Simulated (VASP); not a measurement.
# C in VASP: single point with PBE

Aim: the single point of C with PBE.

All numbers are computed with VASP 6.6.1; they aren't measurements. Logs are shortened: lines on timing, memory, paths and dates and some standing lists are left out, and cuts for length are marked.

## 1. The cell of the first run

The cell holds a slab with vacuum, 8 atoms: a = 2.460 Å, b = 2.460 Å, c = 29.517 Å, α = 90.00°, β = 90.00°, γ = 120.00°.

## 2. Single point, PBE

The input, INCAR:

```
SYSTEM = C
ALGO = Normal
DIPOL = 0.5 0.5 0.500
EDIFF = 1E-6
ENCUT = 520
GGA = PE
IDIPOL = 3
ISIF = 2
ISMEAR = -1
LASPH = .TRUE.
LCHARG = .FALSE.
LDIPOL = .TRUE.
LREAL = .FALSE.
LWAVE = .FALSE.
NBANDS = 26
NELM = 60
PREC = Accurate
SIGMA = 0.05
```

The input, KPOINTS:

```
k-points
0
G
  12 12 1
  0 0 0
```

The input, POSCAR:

```
C
1.0
    2.4599989204      0.0000000000      0.0000000000
   -1.2299994602      2.1304215583      0.0000000000
    0.0000000000      0.0000000000     29.5173000000
C
8
Direct
    0.0000000000      0.0000000000      0.2540882804
    0.6666666667      0.3333333333      0.2544660250
    0.6666666667      0.3333333333      0.3677893981
    0.3333333334      0.6666666667      0.3681671427
    0.6666666667      0.3333333333      0.6318328573
    0.3333333334      0.6666666667      0.6322106019
    0.3333333334      0.6666666667      0.7455339750
    0.0000000000      0.0000000000      0.7459117196
```

Potentials or basis: VASP PAW PBE potentials, release 64 (C).

On the command line:

```sh
> cat potpaw_PBE.64/C/POTCAR > POTCAR
> mpirun -np 1 vasp_std > vasp.out
```

OUTCAR:

```text
SYSTEM = C
   EDIFF = 1E-6
   ENCUT = 520
   GGA = PE
   ISIF = 2
   ISMEAR = -1
   LASPH = .TRUE.
   LREAL = .FALSE.
   NELM = 60
   PREC = Accurate

 ion  position               nearest neighbor table
   1  0.000  0.000  0.254-   2 1.42   2 1.42   2 1.42
   2  0.667  0.333  0.254-   1 1.42   1 1.42   1 1.42
   3  0.667  0.333  0.368-   4 1.42   4 1.42   4 1.42
   4  0.333  0.667  0.368-   3 1.42   3 1.42   3 1.42
   5  0.667  0.333  0.632-   6 1.42   6 1.42   6 1.42
   6  0.333  0.667  0.632-   5 1.42   5 1.42   5 1.42
   7  0.333  0.667  0.746-   8 1.42   8 1.42   8 1.42
   8  0.000  0.000  0.746-   7 1.42   7 1.42   7 1.42

  LATTYP: Found a hexagonal cell.
 ALAT       =     2.4599989204
 C/A-ratio  =    11.9989077049

  Lattice vectors:

 A1 = (   2.4599989204,   0.0000000000,   0.0000000000)
 A2 = (  -1.2299994602,   2.1304215583,   0.0000000000)
 A3 = (   0.0000000000,   0.0000000000,  29.5173000000)

Analysis of symmetry for initial positions (statically):
=====================================================================
 Subroutine PRICEL returns:
 Original cell was already a primitive cell.

 Routine SETGRP: Setting up the symmetry group for a
 hexagonal supercell.

 Subroutine GETGRP returns: Found 12 space group operations
 (whereof 12 operations were pure point group operations)
 out of a pool of 24 trial point group operations.

The static configuration has the point symmetry D_3d.

Analysis of symmetry for dynamics (positions and initial velocities):
=====================================================================
 Subroutine PRICEL returns:
 Original cell was already a primitive cell.

 Routine SETGRP: Setting up the symmetry group for a
 hexagonal supercell.

 Subroutine GETGRP returns: Found 12 space group operations
 (whereof 12 operations were pure point group operations)
 out of a pool of 24 trial point group operations.

The dynamic configuration has the point symmetry D_3d.

 Subroutine INISYM returns: Found 12 space group operations
 (whereof 12 operations are pure point group operations),
 and found     1 'primitive' translations

----------------------------------------------------------------------------------------

                                     Primitive cell

  volume of cell :     154.6953

  direct lattice vectors                    reciprocal lattice vectors
     2.459998920  0.000000000  0.000000000     0.406504243  0.234695334  0.000000000
    -1.229999460  2.130421558  0.000000000     0.000000000  0.469390669  0.000000000
     0.000000000  0.000000000 29.517300000     0.000000000  0.000000000  0.033878437

  length of vectors
     2.459998920  2.459998920 29.517300000     0.469390669  0.469390669  0.033878437

  position of ions in fractional coordinates (direct lattice)
     0.000000000  0.000000000  0.254088280
     0.666666667  0.333333333  0.254466025
     0.666666667  0.333333333  0.367789398
     0.333333333  0.666666667  0.368167143
     0.666666667  0.333333333  0.631832857
     0.333333333  0.666666667  0.632210602
     0.333333333  0.666666667  0.745533975
     0.000000000  0.000000000  0.745911720

  ion indices of the primitive-cell ions
   primitive index   ion index
                 1           1
                 2           2
                 3           3
                 4           4
                 5           5
                 6           6
                 7           7
                 8           8

----------------------------------------------------------------------------------------

 KPOINTS: k-points

Automatic generation of k-mesh.
 Grid dimensions read from file:
 generate k-points for:   12   12    1

 Generating k-lattice:

  Cartesian coordinates                     Fractional coordinates (reciprocal lattice)
     0.033875354  0.019557945  0.000000000     0.083333333  0.000000000  0.000000000
     0.000000000  0.039115889  0.000000000     0.000000000  0.083333333  0.000000000
     0.000000000  0.000000000  0.033878437     0.000000000  0.000000000  1.000000000

  Length of vectors
     0.039115889  0.039115889  0.033878437

  Shift w.r.t. Gamma in fractional coordinates (k-lattice)
     0.000000000  0.000000000  0.000000000

 Subroutine IBZKPT returns following result:
 ===========================================

 Found     19 irreducible k-points:

 Following reciprocal coordinates:
            Coordinates               Weight
  0.000000  0.000000  0.000000      1.000000
  0.083333  0.000000  0.000000      6.000000
  0.166667  0.000000  0.000000      6.000000
  0.250000 -0.000000  0.000000      6.000000
  0.333333  0.000000  0.000000      6.000000
  0.416667 -0.000000  0.000000      6.000000
[... 11 lines left out ...]
  0.333333  0.250000  0.000000     12.000000
  0.333333  0.333333  0.000000      2.000000
   k-points           NKPTS =     19   k-points in BZ     NKDIM =     19   number of bands    NBANDS=     26
   number of dos      NEDOS =    301   number of ions     NIONS =      8
   total plane-waves  NPLWV =  72576
   dimension x,y,z NGX =    18 NGY =   18 NGZ =  224
   dimension x,y,z NGXF=    36 NGYF=   36 NGZF=  448
   ions per type =               8
   NGX,Y,Z   is equivalent  to a cutoff of  12.16, 12.16, 12.62 a.u.
   NGXF,Y,Z  is equivalent  to a cutoff of  24.33, 24.33, 25.23 a.u.
 SYSTEM =  C
   PREC   = accura    normal or accurate (medium, high low for compatibility)
   ISTART =      0    job   : 0-new  1-cont  2-samecut
   ICHARG =      2    charge: 1-file 2-atom 10-const
   ISPIN  =      1    spin polarized calculation?
   LNONCOLLINEAR =      F non collinear calculations
   LSORBIT =      F    spin-orbit coupling
   LASPH  =      T    aspherical Exc in radial PAW
   ENCUT  =  520.0 eV  38.22 Ry    6.18 a.u.   4.57  4.57 54.88*2*pi/ulx,y,z
   NELM   =     60;   NELMIN=  2; NELMDL= -5     # of ELM steps
   EDIFF  = 0.1E-05   stopping-criterion for ELM
   LREAL  =      F    real-space projection
   EDIFFG = 0.1E-04   stopping-criterion for IOM
   NSW    =      0    number of steps for IOM
   IBRION =     -1    ionic relax: 0-MD 1-quasi-New 2-CG
   NFREE  =      0    steps in history (QN), initial steepest desc. (CG)
   ISIF   =      2    stress and relaxation
   ISYM   =      2    0-nonsym 1-usesym 2-fastsym
   POTIM  = 0.5000    time-step for ionic-motion
   TEBEG  =    0.0;   TEEND  =   0.0 temperature during run
   PSTRESS=    0.0 pullay stress
   NELECT =      32.0000    total number of electrons
   NUPDOWN=      -1.0000    fix difference up-down
   EMIN   =  10.00;   EMAX   =-10.00  energy-range for DOS
   EFERMI =   0.00;   METHOD = LEGACY
   ISMEAR =    -1;   SIGMA  =   0.05  broadening in eV -4-tet -1-fermi 0-gaus
   EFERMI_NEDOS =   21; number of points for ismear=-14 and -15
   IALGO  =     38    algorithm
   IMIX   =      4    mixing-type and parameters
     AMIX     =   0.40;   BMIX     =  1.00
     AMIX_MAG =   1.60;   BMIX_MAG =  1.00
  volume/ion in A,a.u.               =      19.34       130.49
  Fermi-wavevector in a.u.,A,eV,Ry     =   0.968202  1.829636 12.754296  0.937414
  Thomas-Fermi vector in A             =   2.098151
   LORBIT       =      0    0 simple, 1 ext, 2 COOP (PROOUT), +10 PAW based schemes
   GGA     = PE    functional components
   LHFCALC =     F    Hartree Fock is set to
   AEXX    =    0.0000 exact exchange contribution
   IVDW    =     0    specifies the selected vdW correction
   LEPSILON=     F    determine dielectric tensor
   LRPA    =     F    only Hartree local field effects (RPA)
 non-spin polarized calculation
  energy-cutoff  :      520.00
  volume of cell :      154.70
 maximum number of plane-waves:      4218
   NGX =  9   NGY =  9   NGZ =109

 number of electron      31.9999988 magnetization

 dipolmoment           0.000000      0.000000     -0.000000 electrons x Angstroem

 Free energy of the ion-electron system (eV)
  ---------------------------------------------------
  ext. energy  EPLUGINS =         0.00000000
  ---------------------------------------------------
  free energy    TOTEN  =       -73.72933457 eV

  energy without entropy =      -73.72543859  energy(sigma->0) =      -73.72738658

 E-fermi :  -0.1720     XC(G=0):  -5.2411

 val. band max:       -0.1720138519   @ k =   0.3333   0.3333   0.0000
 cond. band min:       0.1816215163   @ k =   0.3333   0.3333   0.0000
 fundamental gap:      0.3536353683
 Fermi energy:        -0.1719877359

 k-point     1 :       0.0000    0.0000    0.0000
  band No.  band energies     occupation
      1     -19.8122      2.00000
      2     -19.8122      2.00000
      3     -19.6625      2.00000
      4     -19.6625      2.00000
      5      -8.2985      2.00000
      6      -8.2982      2.00000
[... 18 lines left out ...]
     25       8.1923      0.00000
     26       8.2109      0.00000

 k-point     2 :       0.0833    0.0000    0.0000
  band No.  band energies     occupation
      1     -19.6467      2.00000
      2     -19.6467      2.00000
      3     -19.4985      2.00000
      4     -19.4985      2.00000
      5      -8.0988      2.00000
      6      -8.0986      2.00000
[... 18 lines left out ...]
     25       8.0687      0.00000
     26       8.2874      0.00000

 k-point     3 :       0.1667    0.0000    0.0000
  band No.  band energies     occupation
      1     -19.1518      2.00000
      2     -19.1518      2.00000
      3     -19.0081      2.00000
      4     -19.0081      2.00000
      5      -7.5046      2.00000
      6      -7.5043      2.00000
[... 427 lines left out ...]
 k-point    18 :       0.3333    0.2500    0.0000
  band No.  band energies     occupation
      1     -14.0469      2.00000
      2     -14.0468      2.00000
      3     -13.9568      2.00000
      4     -13.9568      2.00000
      5     -12.1658      2.00000
      6     -12.1658      2.00000
[... 18 lines left out ...]
     25      11.0651      0.00000
     26      11.3373      0.00000

 k-point    19 :       0.3333    0.3333    0.0000
  band No.  band energies     occupation
      1     -12.8249      2.00000
      2     -12.8249      2.00000
      3     -12.7753      2.00000
      4     -12.7753      2.00000
      5     -12.7753      2.00000
      6     -12.7753      2.00000
[... 18 lines left out ...]
     25      12.4756      0.00000
     26      12.4761      0.00000

------------------------ aborting loop because EDIFF is reached ----------------------------------------

 vacuum level on the upper side and lower side of the slab       (xc-potential included)        -0.183        -0.183

  FORCE on cell =-STRESS in cart. coord.  units (eV):
  Direction    XX          YY          ZZ          XY          YZ          ZX
  --------------------------------------------------------------------------------------
  -------------------------------------------------------------------------------------
  Total        1.7095371      1.7095371      0.6648712      0.0000000      0.0000000      0.0000000
  in kB       17.7056561     17.7056561      6.8860632      0.0000000      0.0000000      0.0000000
  external PRESSURE =      14.0991252 kB  Pullay stress =       0.0000000 kB

 VOLUME and BASIS-vectors are now :
 -----------------------------------------------------------------------------
  energy-cutoff  :      520.00
  volume of cell :      154.70
      direct lattice vectors                 reciprocal lattice vectors
     2.459998920  0.000000000  0.000000000     0.406504243  0.234695334  0.000000000
    -1.229999460  2.130421558  0.000000000     0.000000000  0.469390669  0.000000000
     0.000000000  0.000000000 29.517300000     0.000000000  0.000000000  0.033878437

 POSITION                                       TOTAL-FORCE (eV/Angst)
 -----------------------------------------------------------------------------------
      0.00000      0.00000      7.50000         0.000000     -0.000000      0.118877
      1.23000      0.71014      7.51115        -0.000000      0.000000     -0.225404
      1.23000      0.71014     10.85615         0.000000     -0.000000      0.225357
      0.00000      1.42028     10.86730        -0.000000      0.000000     -0.118964
      1.23000      0.71014     18.65000         0.000000     -0.000000      0.118964
      0.00000      1.42028     18.66115        -0.000000      0.000000     -0.225357
      0.00000      1.42028     22.00615        -0.000000     -0.000000      0.225404
      0.00000      0.00000     22.01730        -0.000000      0.000000     -0.118877
 -----------------------------------------------------------------------------------
    total drift:                               -0.000000     -0.000000      0.000000

  FREE ENERGIE OF THE ION-ELECTRON SYSTEM (eV)
  ---------------------------------------------------
  free  energy   TOTEN  =       -73.7293345738 eV

  energy  without entropy=      -73.7254385933  energy(sigma->0) =      -73.72738658

 vacuum level on the upper side and lower side of the slab         3.993         3.993
```

It took 58 s on 1 thread of Intel Xeon Platinum 8559C (Emerald Rapids), shared host; peak memory 0.26 GiB.

Results:

```
Free energy            : -73.7293 eV
Largest force          : 0.225 eV/Å
Band gap on the k mesh : zero (filled and empty bands touch)
```

Forces on the atoms (eV/Å):
```
C    0.000  0.000  0.119
C    0.000  0.000 -0.225
C    0.000  0.000  0.225
C    0.000  0.000 -0.119
C    0.000  0.000  0.119
C    0.000  0.000 -0.225
C    0.000  0.000  0.225
C    0.000  0.000 -0.119
```

Levels at points of the mesh, in eV from the Fermi level:
```
           k point  band 14  band 15  band 16  band 17  band 18  band 19
(0.00, 0.00, 0.00)    -3.02    -3.02    -3.02     3.17     3.56     3.65
(0.50, 0.00, 0.00)    -2.57    -2.20    -2.20     1.55     1.55     1.88
```
